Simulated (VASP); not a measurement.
Write the native input for VASP 6.6.1 that does the following.

```
Task                   : single point
Functional             : PBE
Potentials or basis    : VASP PAW PBE potentials, release 64 (Be, Cl)
Cutoff                 : 520 eV
k mesh                 : 6 × 4 × 1
Occupations            : gaussian, width 0.1 eV
Spin                   : no spin polarisation
Dipole correction      : yes
Further INCAR settings : LREAL = Auto; ALGO = Normal; EDIFF = 1e-06; NBANDS = 46
```

The structure of Be24Cl lies in POSCAR:

```
Be24Cl
1.0
    4.5254381414      0.0000000000      0.0000000000
    0.0000000000      7.1336190818      0.0000000000
    0.0000000000      0.0000000000     19.8685529777
Be Cl
24 1
Direct
    0.0000000000      0.3750000000      0.2013231665
    0.0000000000      0.8750000000      0.2013231665
    0.5000000000      0.3750000000      0.2013231665
    0.5000000000      0.8750000000      0.2013231665
    0.2500000000      0.1250000000      0.2341987732
    0.2500000000      0.6250000000      0.2341987732
    0.7500000000      0.1250000000      0.2341987732
    0.7500000000      0.6250000000      0.2341987732
    0.2500000000      0.3750000000      0.2999499865
    0.2500000000      0.8750000000      0.2999499865
    0.7500000000      0.3750000000      0.2999499865
    0.7500000000      0.8750000000      0.2999499865
    0.0000000000      0.1250000000      0.3268353583
    0.0000000000      0.6250000000      0.3268353583
    0.5000000000      0.1250000000      0.3268353583
    0.5000000000      0.6250000000      0.3268353583
    0.0000000000      0.3750000000      0.3993099146
    0.0000000000      0.8750000000      0.3993099146
    0.5000000000      0.3750000000      0.3993099146
    0.5000000000      0.8750000000      0.3993099146
    0.2500000000      0.1250000000      0.4211958962
    0.2500000000      0.6250000000      0.4211958962
    0.7500000000      0.1250000000      0.4211958962
    0.7500000000      0.6250000000      0.4211958962
    0.2500000000      0.1875000000      0.5191838284
```

One way to write it, as run:

INCAR

```
SYSTEM = Be24Cl
PREC = Accurate
ENCUT = 520
EDIFF = 1E-6
ISMEAR = 0
SIGMA = 0.1
LREAL = Auto
LASPH = .True.
NELM = 80
ALGO = Normal
ISIF = 2
LWAVE = .False.
LCHARG = .False.
LDIPOL = .True.
IDIPOL = 3
DIPOL = 0.5 0.5 0.322
GGA = PE
NBANDS = 46
```

KPOINTS

```
Automatic mesh
0
Gamma
  6 4 1
  0 0 0
```

Potentials or basis: VASP PAW PBE potentials, release 64 (Be, Cl).

Launch:

```bash
$ cat potpaw_PBE.64/Be/POTCAR potpaw_PBE.64/Cl/POTCAR > POTCAR
$ mpirun -np 1 vasp_std > vasp.out
```

It gave:

```json
{
 "Largest force": "0.861 eV/Å",
 "Band gap on the k mesh": "zero (an odd number of electrons rules out a gap without spin polarisation)"
}
```

Caveat: an odd number of electrons without spin polarisation forces a metal; a magnetic or distorted state may lie lower.

Wall time 24 min on 1 thread of Oxide Virtual Turin-like Processor (shared host), peak memory 0.67 GiB.
